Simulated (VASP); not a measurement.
Wanted: the native input for a VASP 6.6.1 run.

| Item | Value |
| --- | --- |
| Task | single point |
| Functional | PBEsol |
| Potentials or basis | VASP PAW PBE potentials, release 64 (Ag, Cl) |
| Cutoff | 520 eV |
| k mesh | 8 × 8 × 8 |
| Occupations | gaussian, width 0.05 eV |
| Spin | no spin polarisation |
| Dipole correction | no |
| Further INCAR settings | ALGO = Normal; EDIFF = 1e-06; NBANDS = 16 |

The structure of AgCl lies in POSCAR:

```
AgCl
1.0
    0.0000000000      2.7315527500      2.6899555000
    2.7315527500      0.0000000000      2.6899555000
    2.7315527500      2.7315527500      0.0000000000
Ag Cl
1 1
Direct
    0.5000000000      0.5000000000      0.5000000000
    0.0000000000      0.0000000000      0.0000000000
```

This cell differs from its parent crystal: strain -0.015 along x and y, -0.030 along z.

These files were run (other wordings do the same):

INCAR

```
SYSTEM = AgCl
PREC = Accurate
ENCUT = 520
EDIFF = 1E-6
ISMEAR = 0
SIGMA = 0.05
LREAL = .FALSE.
LASPH = .TRUE.
NELM = 60
ALGO = Normal
ISIF = 2
LWAVE = .FALSE.
LCHARG = .FALSE.
GGA = PS
NBANDS = 16
```

KPOINTS

```
regular mesh
0
G
  8 8 8
  0 0 0
```

Potentials or basis: VASP PAW PBE potentials, release 64 (Ag, Cl).

The run is started by

```sh
$ cat potpaw_PBE.64/Ag/POTCAR potpaw_PBE.64/Cl/POTCAR > POTCAR
$ mpirun -np 1 vasp_std > vasp.out
```

It gave:

```json
{"Pressure": "0.3 GPa", "Band gap on the k mesh": "0.67 eV, indirect (least direct gap 3.25 eV)"}
```

Caveat: the cell differs from its parent crystal (strain -0.015 along x and y, -0.030 along z); the PAW data sets were made with another functional, which shifts forces and pressure a little.

Wall time 20 s on 1 thread of Intel(R) Xeon(R) Platinum 8488C (Sapphire Rapids), on a shared host, peak memory 0.19 GiB.
